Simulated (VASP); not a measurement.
Write the native input for VASP 6.6.1 that does the following.

| Item | Value |
| --- | --- |
| Task | single point |
| Functional | r2SCAN |
| Potentials or basis | VASP PAW PBE potentials, release 64 (Sn_d, Mn_pv) |
| Cutoff | 520 eV |
| k mesh | 10 × 10 × 10 |
| Occupations | gaussian, width 0.1 eV |
| Spin | collinear spin, ferromagnetic start |
| Starting moments | [0.0, 0.0, 0.0, 4.0] μB |
| Dipole correction | no |
| Further INCAR settings | ALGO = Normal; EDIFF = 1e-07; NBANDS = 40 |

MnSn3:

```
CELL_PARAMETERS angstrom
0.00000 3.59620 3.59620
3.59620 0.00000 3.59620
3.59620 3.59620 0.00000
ATOMIC_POSITIONS crystal
Sn 0.25000 0.25000 0.25000
Sn 0.75000 0.75000 0.75000
Sn 0.50000 0.50000 0.50000
Mn 0.00000 0.00000 0.00000
```

These files were run (other wordings do the same):

POSCAR

```
MnSn3
1.0
    0.0000000000      3.5962028443      3.5962028443
    3.5962028443      0.0000000000      3.5962028443
    3.5962028443      3.5962028443      0.0000000000
Sn Mn
3 1
Direct
    0.2500000000      0.2500000000      0.2500000000
    0.7500000000      0.7500000000      0.7500000000
    0.5000000000      0.5000000000      0.5000000000
    0.0000000000      0.0000000000      0.0000000000
```

INCAR.step1

```
SYSTEM = MnSn3
PREC = Accurate ; ENCUT = 520
ISMEAR = 0 ; SIGMA = 0.1
LREAL = .FALSE. ; LASPH = .TRUE.
NELM = 150 ; ISPIN = 2
MAGMOM = 0 0 0 4 ; LMAXMIX = 4
NBANDS = 40 ; GGA = PE
ALGO = Normal ; EDIFF = 1E-4
LWAVE = .TRUE. ; LCHARG = .FALSE.
```

INCAR.step2

```
SYSTEM = MnSn3
PREC = Accurate ; ENCUT = 520
EDIFF = 1E-7 ; ISMEAR = 0
SIGMA = 0.1 ; LREAL = .FALSE.
LASPH = .TRUE. ; NELM = 150
ALGO = Normal ; ISIF = 2
LWAVE = .FALSE. ; LCHARG = .TRUE.
ISPIN = 2 ; MAGMOM = 0 0 0 4
LORBIT = 11 ; LMAXMIX = 4
METAGGA = R2SCAN ; LMIXTAU = .TRUE.
LELF = .TRUE. ; LVHAR = .TRUE.
NBANDS = 40 ; ISTART = 1
```

KPOINTS

```
regular mesh
0
G
  10 10 10
  0 0 0
```

Potentials or basis: VASP PAW PBE potentials, release 64 (Sn_d, Mn_pv).

Run with:

```bash
$ cat potpaw_PBE.64/Sn_d/POTCAR potpaw_PBE.64/Mn_pv/POTCAR > POTCAR
$ cp INCAR.step1 INCAR
$ mpirun -np 1 vasp_std > vasp.out
$ cp INCAR.step2 INCAR
$ mpirun -np 1 vasp_std > vasp.out
```

Results of the run:

```
Pressure                                              : 3.4 GPa
Net moment                                            : 4.14 μB per cell
Site moments                                          : Sn -0.10, +0.01 (each value once); Mn +4.20 μB
Valence electrons inside the program's atomic spheres : Sn 12.27, 12.26 (each value once); Mn 11.33
```

Caveat: the cell stands under pressure; the PAW data sets were made with another functional, which shifts forces and pressure a little.

Run time: 34 min on 1 thread of Oxide Virtual Turin-like Processor, on a shared host, peak memory 0.45 GiB.
